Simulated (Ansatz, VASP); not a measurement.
# CoO: VASP beside Ansatz

```
O Co
1.0
     0.00000    2.12900    2.12900
     2.12900    0.00000    2.12900
     2.12900    2.12900    0.00000
O Co
1 1
Direct
  0.50000 0.50000 0.50000
  0.00000 0.00000 0.00000
```

Alike in both runs: task single point; functional PBE; k mesh 8 × 8 × 8; occupations tetrahedron; collinear spin; Hubbard terms Co d U = 3.32 eV.

|  | VASP | Ansatz |
| --- | --- | --- |
| version | VASP 6.6.1 | Ansatz 0.2.0 |
| potentials or method | VASP PAW PBE potentials, release 64 (O, Co), cutoff 520 eV | PAW, plane waves, scalar-relativistic |
| valence electrons in the cell | 15 | 23 |

Ansatz gave:

```
pressure (GPa)                                                : 1.9
net moment per atom (μB)                                      : 1.49
size of the moment on the site where the two differ most (μB) : 2.58
```

Problem. What did VASP give for the same quantities?

Solution. Pressure (GPa): -2.1; net moment per atom (μB): 1.50; size of the moment on the site where the two differ most (μB): 2.73.

Site moments also hang on the region over which each program counts them. The programs project onto different local orbitals, so the same U acts differently, and such runs can settle in different states. VASP's potentials hold 15 valence electrons a cell and Ansatz's 23, so a difference there can come from the potentials and not from the codes. Ansatz's warnings: band table not solved further, filled band counts differ across k points, stability check not made, tetrahedron derivatives may miss energy slope.
